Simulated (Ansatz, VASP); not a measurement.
# Two plane-wave programs on Bi

INCAR

```
ALGO = Normal
EDIFF = 1E-6
ENCUT = 520
GGA = CA
GGA_COMPAT = F
ISIF = 2
ISMEAR = -1
LASPH = T
LCHARG = F
LORBIT = 11
LORBMOM = T
LREAL = F
LSORBIT = T
LWAVE = F
MAGMOM = 0 0 0 0 0 0
NBANDS = 42
NELM = 150
PREC = Accurate
SIGMA = 0.05
```

The input KPOINTS:

```
k-points
0
Gamma
  5 5 7
```

File POSCAR:

```
Bi
1.0
    3.4885980000     -3.1325780000      0.0000000000
    3.4885980000      3.1325780000      0.0000000000
   -1.2602350000      0.0000000000      3.1135500000
Bi
2
Direct
    0.7530610000      0.7530610000      0.8573820000
    0.2469390000      0.2469390000      0.1426180000
```

The input input.yaml:

```yaml
crystal:
  lattice:
    - [3.488598, -3.132578, 0.0]
    - [3.488598, 3.132578, 0.0]
    - [-1.260235, 0.0, 3.11355]
  atoms:
    - { symbol: Bi, position: [0.753061, 0.753061, 0.857382] }
    - { symbol: Bi, position: [0.246939, 0.246939, 0.142618] }
hamiltonian:
  xc: lda
  pseudopotentials: { kind: paw_fr }
magnetization:
  noncollinear: true
  spin_orbit: true
kpoints:
  mp_grid: { grid: [5, 5, 7] }
  band_path:
    path:
      - [[0.0, 0.0, 0.0], [-0.5600545268, -0.5600545268, -0.387994671], [-0.2923401794, -0.2923401794, -0.5750158585], [-0.8277688743, -0.8277688743, 0.7990265165], [0.0, 0.0, 0.5], [-0.5, 0.5, 0.5], [-0.7076598206, 0.2923401794, 0.5750158585]]
      - [[-0.1722311257, 0.8277688743, -0.7990265165], [-0.4399454732, 0.5600545268, -0.612005329], [-0.5, 0.5, 0.0], [0.0, 0.0, 0.0], [-0.5, 0.0, -0.5]]
      - [[-0.5, 0.0, 0.0], [0.0, 0.0, 0.0]]
    npoints: 14
scf:
  occupations: { method: fermi_dirac, width: 0.05 }
  n_extra_bands: 6
output:
  forces: true
  stress: true
  eigenvalues: true
  fatbands: false
```

Alike in both runs: functional LDA; k mesh 5 × 5 × 7; occupations fermi-dirac, width 0.05 eV; non-collinear spin, spin-orbit coupling.

|  | VASP | Ansatz |
| --- | --- | --- |
| version | VASP 6.6.1 | Ansatz 0.2.0 |
| potentials or method | VASP PAW LDA potentials, release 64 (Bi_d) | Ansatz PAW |
| plane-wave cutoff (eV) | 520 | 420 |
| valence electrons in the cell | 30 | 30 |
| task | single point | band structure |

Ansatz gave:

- pressure (GPa): -2.4
- traceless stress, the component that is largest in VASP (GPa): 0.39
- rms of the force components (eV/Å): 0.031
- net moment per atom (μB): 0.00

Which values does VASP return?

Pressure (GPa): -2.5; traceless stress, the component that is largest in VASP (GPa): 0.37; rms of the force components (eV/Å): 0.029; net moment per atom (μB): 0.00.

LDA's correlation is that of Perdew and Zunger in VASP and of Perdew and Wang (1992) in Ansatz. Atom by atom the forces differ by 0.006 eV/Å (rms over components).
